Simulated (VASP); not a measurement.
# Na (Im-3m) in VASP: further runs

Na is run at these levels: PBE; tasks: single point.

Program: VASP 6.6.1. These are calculated values, not measurements. Logs are shortened: lines on timing, memory, paths and dates and some standing lists are left out, and cuts for length are marked.

**1. The cell of the first run**

The structure is cubic, space group Im-3m (No. 229). The conventional cell has a = 4.198 Å, b = 4.198 Å, c = 4.198 Å, α = 90.00°, β = 90.00°, γ = 90.00°. Within 4.8 Å of Na (site symmetry m-3m) lie 14 Na at 3.64 to 4.20 Å.

**2. Single point, PBE**

Contents of INCAR:

```
  PREC = Accurate
  ENCUT = 520
  EDIFF = 1E-6
  ISMEAR = -1
  SIGMA = 0.06122561905347299
  LREAL = F
  LASPH = T
  NELM = 100
  ALGO = Normal
  ISIF = 2
  LWAVE = F
  LCHARG = F
  GGA = PE
  NBANDS = 10
```

Contents of KPOINTS:

```
regular mesh
0
Gamma
  37 37 37
```

Contents of POSCAR:

```
Na
1.0
   -2.0990938446      2.0990938446      2.0990938446
    2.0990938446     -2.0990938446      2.0990938446
    2.0990938446      2.0990938446     -2.0990938446
Na
1
Direct
    0.0000000000      0.0000000000      0.0000000000
```

Potentials or basis: VASP PAW PBE potentials, release 64 (Na_pv).

Command:

```bash
$ cat potpaw_PBE.64/Na_pv/POTCAR > POTCAR
$ mpirun -np 1 vasp_std > vasp.out
```

OUTCAR:

```text
PREC = Accurate
   ENCUT = 520
   EDIFF = 1E-6
   ISMEAR = -1
   LREAL = F
   LASPH = T
   NELM = 100
   ISIF = 2
   GGA = PE

 ion  position               nearest neighbor table
   1  0.000  0.000  0.000-

  LATTYP: Found a body centered cubic cell.
 ALAT       =     4.1981876892

  Lattice vectors:

 A1 = (  -2.0990938446,   2.0990938446,   2.0990938446)
 A2 = (   2.0990938446,  -2.0990938446,   2.0990938446)
 A3 = (   2.0990938446,   2.0990938446,  -2.0990938446)

Analysis of symmetry for initial positions (statically):
=====================================================================
 Subroutine PRICEL returns:
 Original cell was already a primitive cell.

 Routine SETGRP: Setting up the symmetry group for a
 body centered cubic supercell.

 Subroutine GETGRP returns: Found 48 space group operations
 (whereof 48 operations were pure point group operations)
 out of a pool of 48 trial point group operations.

The static configuration has the point symmetry O_h .

Analysis of symmetry for dynamics (positions and initial velocities):
=====================================================================
 Subroutine PRICEL returns:
 Original cell was already a primitive cell.

 Routine SETGRP: Setting up the symmetry group for a
 body centered cubic supercell.

 Subroutine GETGRP returns: Found 48 space group operations
 (whereof 48 operations were pure point group operations)
 out of a pool of 48 trial point group operations.

The dynamic configuration has the point symmetry O_h .

 Subroutine INISYM returns: Found 48 space group operations
 (whereof 48 operations are pure point group operations),
 and found     1 'primitive' translations

----------------------------------------------------------------------------------------

                                     Primitive cell

  volume of cell :      36.9961

  direct lattice vectors                    reciprocal lattice vectors
    -2.099093845  2.099093845  2.099093845     0.000000000  0.238198021  0.238198021
     2.099093845 -2.099093845  2.099093845     0.238198021  0.000000000  0.238198021
     2.099093845  2.099093845 -2.099093845     0.238198021  0.238198021  0.000000000

  length of vectors
     3.635737189  3.635737189  3.635737189     0.336862872  0.336862872  0.336862872

  position of ions in fractional coordinates (direct lattice)
     0.000000000  0.000000000  0.000000000

  ion indices of the primitive-cell ions
   primitive index   ion index
                 1           1

----------------------------------------------------------------------------------------

 KPOINTS: regular mesh

Automatic generation of k-mesh.
 Grid dimensions read from file:
 generate k-points for:   37   37   37

 Generating k-lattice:

  Cartesian coordinates                     Fractional coordinates (reciprocal lattice)
     0.000000000  0.006437784  0.006437784     0.027027027  0.000000000  0.000000000
     0.006437784  0.000000000  0.006437784     0.000000000  0.027027027  0.000000000
     0.006437784  0.006437784  0.000000000     0.000000000  0.000000000  0.027027027

  Length of vectors
     0.009104402  0.009104402  0.009104402

  Shift w.r.t. Gamma in fractional coordinates (k-lattice)
     0.000000000  0.000000000  0.000000000

 Subroutine IBZKPT returns following result:
 ===========================================

 Found   1330 irreducible k-points:

 Following reciprocal coordinates:
            Coordinates               Weight
  0.000000  0.000000  0.000000      1.000000
  0.027027  0.000000  0.000000     12.000000
  0.054054  0.000000  0.000000     12.000000
  0.081081  0.000000  0.000000     12.000000
  0.108108  0.000000  0.000000     12.000000
  0.135135  0.000000  0.000000     12.000000
[... 16 lines left out ...]
  0.108108  0.027027 -0.000000     48.000000
  0.135135  0.027027  0.000000     48.000000
 [... further k-points ...]
   k-points           NKPTS =   1330   k-points in BZ     NKDIM =   1330   number of bands    NBANDS=     10
   number of dos      NEDOS =    301   number of ions     NIONS =      1
   total plane-waves  NPLWV =  21952
   dimension x,y,z NGX =    28 NGY =   28 NGZ =   28
   dimension x,y,z NGXF=    56 NGYF=   56 NGZF=   56
   ions per type =               1
   NGX,Y,Z   is equivalent  to a cutoff of  12.80, 12.80, 12.80 a.u.
   NGXF,Y,Z  is equivalent  to a cutoff of  25.61, 25.61, 25.61 a.u.
 SYSTEM =  unknown system
   PREC   = accura    normal or accurate (medium, high low for compatibility)
   ISTART =      0    job   : 0-new  1-cont  2-samecut
   ICHARG =      2    charge: 1-file 2-atom 10-const
   ISPIN  =      1    spin polarized calculation?
   LNONCOLLINEAR =      F non collinear calculations
   LSORBIT =      F    spin-orbit coupling
   LASPH  =      T    aspherical Exc in radial PAW
   ENCUT  =  520.0 eV  38.22 Ry    6.18 a.u.   6.76  6.76  6.76*2*pi/ulx,y,z
   NELM   =    100;   NELMIN=  2; NELMDL= -5     # of ELM steps
   EDIFF  = 0.1E-05   stopping-criterion for ELM
   LREAL  =      F    real-space projection
   EDIFFG = 0.1E-04   stopping-criterion for IOM
   NSW    =      0    number of steps for IOM
   IBRION =     -1    ionic relax: 0-MD 1-quasi-New 2-CG
   NFREE  =      0    steps in history (QN), initial steepest desc. (CG)
   ISIF   =      2    stress and relaxation
   ISYM   =      2    0-nonsym 1-usesym 2-fastsym
   POTIM  = 0.5000    time-step for ionic-motion
   TEBEG  =    0.0;   TEEND  =   0.0 temperature during run
   PSTRESS=    0.0 pullay stress
   NELECT =       7.0000    total number of electrons
   NUPDOWN=      -1.0000    fix difference up-down
   EMIN   =  10.00;   EMAX   =-10.00  energy-range for DOS
   EFERMI =   0.00;   METHOD = LEGACY
   ISMEAR =    -1;   SIGMA  =   0.06  broadening in eV -4-tet -1-fermi 0-gaus
   EFERMI_NEDOS =   21; number of points for ismear=-14 and -15
   IALGO  =     38    algorithm
   IMIX   =      4    mixing-type and parameters
     AMIX     =   0.40;   BMIX     =  1.00
     AMIX_MAG =   1.60;   BMIX_MAG =  1.00
  volume/ion in A,a.u.               =      37.00       249.66
  Fermi-wavevector in a.u.,A,eV,Ry     =   0.939844  1.776047 12.018112  0.883306
  Thomas-Fermi vector in A             =   2.067196
   LORBIT       =      0    0 simple, 1 ext, 2 COOP (PROOUT), +10 PAW based schemes
   GGA     = PE    functional components
   LHFCALC =     F    Hartree Fock is set to
   AEXX    =    0.0000 exact exchange contribution
   IVDW    =     0    specifies the selected vdW correction
   LEPSILON=     F    determine dielectric tensor
   LRPA    =     F    only Hartree local field effects (RPA)
 non-spin polarized calculation
  energy-cutoff  :      520.00
  volume of cell :       37.00
 maximum number of plane-waves:      1012
   NGX = 13   NGY = 13   NGZ = 13

 number of electron       7.0000005 magnetization

 Free energy of the ion-electron system (eV)
  ---------------------------------------------------
  ext. energy  EPLUGINS =         0.00000000
  ---------------------------------------------------
  free energy    TOTEN  =        -1.31397588 eV

  energy without entropy =       -1.30816245  energy(sigma->0) =       -1.31106917

 E-fermi :   0.3420     XC(G=0):  -6.5076

 val. band max:        0.3388055398   @ k =  -0.2973   0.4595   0.1081
 cond. band min:       0.3471397013   @ k =   0.3784   0.0541   0.0541
 fundamental gap:      0.0083341615
 Fermi energy:         0.3419609788

 k-point     1 :       0.0000    0.0000    0.0000
  band No.  band energies     occupation
      1     -24.5652      2.00000
      2     -24.5652      2.00000
      3     -24.5652      2.00000
      4      -2.9476      2.00000
      5      12.0802      0.00000
      6      12.0802      0.00000
      7      12.0802      0.00000
      8      13.0821      0.00000
      9      13.0821      0.00000
     10      13.6394      0.00000

 k-point     2 :       0.0270    0.0000    0.0000
  band No.  band energies     occupation
      1     -24.5654      2.00000
      2     -24.5652      2.00000
      3     -24.5652      2.00000
      4      -2.9347      2.00000
      5      11.8748      0.00000
      6      11.9668      0.00000
      7      12.0192      0.00000
      8      12.8146      0.00000
      9      12.8950      0.00000
     10      13.7692      0.00000

 k-point     3 :       0.0541    0.0000    0.0000
  band No.  band energies     occupation
      1     -24.5662      2.00000
      2     -24.5655      2.00000
      3     -24.5652      2.00000
      4      -2.8960      2.00000
      5      11.3220      0.00000
      6      11.7027      0.00000
      7      11.8609      0.00000
      8      12.5699      0.00000
      9      12.6294      0.00000
     10      13.8857      0.00000

 k-point     4 :       0.0811    0.0000    0.0000
  band No.  band energies     occupation
      1     -24.5675      2.00000
      2     -24.5659      2.00000
      3     -24.5652      2.00000
      4      -2.8315      2.00000
      5      10.6375      0.00000
      6      11.3850      0.00000
      7      11.6498      0.00000
      8      12.2346      0.00000
      9      12.5265      0.00000
     10      13.9602      0.00000

 k-point     5 :       0.1081    0.0000    0.0000
  band No.  band energies     occupation
      1     -24.5692      2.00000
      2     -24.5665      2.00000
      3     -24.5652      2.00000
      4      -2.7415      2.00000
      5       9.9259      0.00000
      6      11.0579      0.00000
      7      11.4179      0.00000
      8      11.9115      0.00000
      9      12.4246      0.00000
     10      13.9893      0.00000

 k-point     6 :       0.1351    0.0000    0.0000
  band No.  band energies     occupation
      1     -24.5713      2.00000
      2     -24.5672      2.00000
      3     -24.5652      2.00000
      4      -2.6259      2.00000
      5       9.2159      0.00000
      6      10.7388      0.00000
      7      11.1833      0.00000
      8      11.6065      0.00000
      9      12.3023      0.00000
     10      14.0534      0.00000

 k-point     7 :       0.1622    0.0000    0.0000
  band No.  band energies     occupation
      1     -24.5738      2.00000
      2     -24.5681      2.00000
      3     -24.5652      2.00000
      4      -2.4850      2.00000
      5       8.5167      0.00000
      6      10.4353      0.00000
      7      10.9554      0.00000
      8      11.3218      0.00000
      9      12.1576      0.00000
     10      14.1220      0.00000

 k-point     8 :       0.1892    0.0000    0.0000
  band No.  band energies     occupation
      1     -24.5765      2.00000
      2     -24.5690      2.00000
      3     -24.5651      2.00000
      4      -2.3190      2.00000
      5       7.8326      0.00000
      6      10.1510      0.00000
      7      10.7392      0.00000
      8      11.0584      0.00000
      9      11.9958      0.00000
     10      14.2618      0.00000

 k-point     9 :       0.2162    0.0000    0.0000
  band No.  band energies     occupation
      1     -24.5794      2.00000
      2     -24.5700      2.00000
      3     -24.5651      2.00000
      4      -2.1281      2.00000
      5       7.1654      0.00000
      6       9.8879      0.00000
      7      10.5377      0.00000
      8      10.8166      0.00000
      9      11.8246      0.00000
     10      14.4124      0.00000
[... 118 lines left out ...]
 k-point    19 :       0.4865    0.0000    0.0000
  band No.  band energies     occupation
      1     -24.6009      2.00000
      2     -24.5773      2.00000
      3     -24.5651      2.00000
      4       1.0052      0.00004
      5       1.6481      0.00000
      6       8.5525      0.00000
      7       9.5075      0.00000
      8       9.6099      0.00000
      9      10.7046      0.00000
     10      16.4993      0.00000

 k-point    20 :       0.0270    0.0270    0.0000
  band No.  band energies     occupation
      1     -24.5660      2.00000
      2     -24.5653      2.00000
      3     -24.5652      2.00000
      4      -2.9089      2.00000
      5      11.5747      0.00000
      6      11.6514      0.00000
      7      11.9318      0.00000
      8      12.5768      0.00000
      9      12.8191      0.00000
     10      13.7792      0.00000

 k-point    21 :       0.0541    0.0270    0.0000
  band No.  band energies     occupation
      1     -24.5670      2.00000
      2     -24.5656      2.00000
      3     -24.5653      2.00000
      4      -2.8573      2.00000
      5      10.9723      0.00000
      6      11.3140      0.00000
      7      11.7478      0.00000
      8      12.3819      0.00000
      9      12.6861      0.00000
     10      13.8331      0.00000

 k-point    22 :       0.0811    0.0270    0.0000
  band No.  band energies     occupation
      1     -24.5685      2.00000
      2     -24.5661      2.00000
      3     -24.5653      2.00000
      4      -2.7801      2.00000
      5      10.2776      0.00000
      6      10.9842      0.00000
      7      11.5195      0.00000
      8      12.1402      0.00000
      9      12.5687      0.00000
     10      13.8131      0.00000

 k-point    23 :       0.1081    0.0270   -0.0000
  band No.  band energies     occupation
      1     -24.5704      2.00000
      2     -24.5668      2.00000
      3     -24.5653      2.00000
      4      -2.6772      2.00000
      5       9.5696      0.00000
      6      10.6623      0.00000
      7      11.2786      0.00000
      8      11.8634      0.00000
      9      12.4636      0.00000
     10      13.8101      0.00000

 k-point    24 :       0.1351    0.0270    0.0000
  band No.  band energies     occupation
      1     -24.5727      2.00000
      2     -24.5676      2.00000
      3     -24.5653      2.00000
      4      -2.5490      2.00000
      5       8.8670      0.00000
      6      10.3551      0.00000
      7      11.0402      0.00000
      8      11.5847      0.00000
      9      12.3435      0.00000
     10      13.8432      0.00000

 [... further k-points ...]
[... 5 lines left out ...]
  --------------------------------------------------------------------------------------
  -------------------------------------------------------------------------------------
  Total       -0.0070605     -0.0070605     -0.0070605     -0.0000000      0.0000000     -0.0000000
  in kB       -0.3057676     -0.3057676     -0.3057676     -0.0000000      0.0000000     -0.0000000
  external PRESSURE =      -0.3057676 kB  Pullay stress =       0.0000000 kB

 VOLUME and BASIS-vectors are now :
 -----------------------------------------------------------------------------
  energy-cutoff  :      520.00
  volume of cell :       37.00
      direct lattice vectors                 reciprocal lattice vectors
    -2.099093845  2.099093845  2.099093845     0.000000000  0.238198021  0.238198021
     2.099093845 -2.099093845  2.099093845     0.238198021  0.000000000  0.238198021
     2.099093845  2.099093845 -2.099093845     0.238198021  0.238198021  0.000000000

 POSITION                                       TOTAL-FORCE (eV/Angst)
 -----------------------------------------------------------------------------------
      0.00000      0.00000      0.00000         0.000000      0.000000      0.000000
 -----------------------------------------------------------------------------------
    total drift:                                0.000000     -0.000000      0.000000

  FREE ENERGIE OF THE ION-ELECTRON SYSTEM (eV)
  ---------------------------------------------------
  free  energy   TOTEN  =        -1.3139758830 eV

  energy  without entropy=       -1.3081624483  energy(sigma->0) =       -1.31106917
```

Run time: 5.3 min. Hardware: 1 thread of Oxide Virtual Turin-like, shared host; peak memory 0.44 GiB.

Results:

```
Free energy : -1.3140 eV
Pressure    : 0.0 GPa
```

Levels at points of the mesh, in eV from the Fermi level:
| k point | band 1 | band 2 | band 3 | band 4 | band 5 | band 6 | band 7 | band 8 |
| --- | --- | --- | --- | --- | --- | --- | --- | --- |
| (0.00, 0.00, 0.00) | -24.91 | -24.91 | -24.91 | -3.29 | 11.74 | 11.74 | 11.74 | 12.74 |

(Continued in part 2 of 2.)
